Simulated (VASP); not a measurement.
P, 4 atoms in the cell. The cell holds a sheet with vacuum, 4 atoms: a = 3.259 Å, b = 3.259 Å, c = 34.679 Å, α = 90.00°, β = 90.00°, γ = 120.00°. 

```yaml
Program: VASP 6.6.1
Task: single point
Functional: PBE
Dispersion: D3(BJ)
Potentials_or_basis: VASP PAW PBE potentials, release 64 (P)
Cutoff: 520 eV
k_mesh: 6 × 6 × 1
Occupations: gaussian, width 0.1 eV
Spin: no spin polarisation
Dipole_correction: yes
Further_INCAR_settings: ALGO = Normal; EDIFF = 1e-07; NBANDS = 18
```

Potentials or basis: VASP PAW PBE potentials, release 64 (P).

Command:

```console
$ cat potpaw_PBE.64/P/POTCAR > POTCAR
$ mpirun -np 1 vasp_std > vasp.out
```

Hardware: 1 thread of AMD EPYC 9R45 96-Core Processor (Zen 5), with other jobs on the host.

Estimate the wall time of this run.

It took 40 s on 1 thread of AMD EPYC 9R45 96-Core Processor (Zen 5), with other jobs on the host, peak memory 0.34 GiB. Counts: scf iterations 25, k points 7.
